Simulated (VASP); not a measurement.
A run of VASP 6.6.1:

File INCAR:

```
SYSTEM = HfN
PREC = Accurate
ENCUT = 520
EDIFF = 1E-7
ISMEAR = -1
SIGMA = 0.15
LREAL = .False.
LASPH = .True.
NELM = 100
ALGO = Normal
ISIF = 2
LWAVE = .False.
LCHARG = .True.
GGA = PE
LELF = .True.
LVHAR = .True.
NBANDS = 14
```

File KPOINTS:

```
regular mesh
0
Gamma
  13 13 13
  0 0 0
```

Contents of POSCAR:

```
HfN
1.0
    0.0000000000      2.2560000000      2.2560000000
    2.2560000000      0.0000000000      2.2560000000
    2.2560000000      2.2560000000      0.0000000000
Hf N
1 1
Direct
    0.0000000000      0.0000000000      0.0000000000
    0.5000000000      0.5000000000      0.5000000000
```

Potentials or basis: VASP PAW PBE potentials, release 64 (Hf_pv, N).

Launch:

```bash
$ cat potpaw_PBE.64/Hf_pv/POTCAR potpaw_PBE.64/N/POTCAR > POTCAR
$ mpirun -np 1 vasp_std > vasp.out
```

Hardware: 1 thread of AMD EPYC 9R45 96-Core Processor (Zen 5), on a shared host.

Q: Estimate the wall time of this run.

A: Wall time 17 s on 1 thread of AMD EPYC 9R45 96-Core Processor (Zen 5), on a shared host, peak memory 0.13 GiB. Counts: scf iterations 14, k points 84.
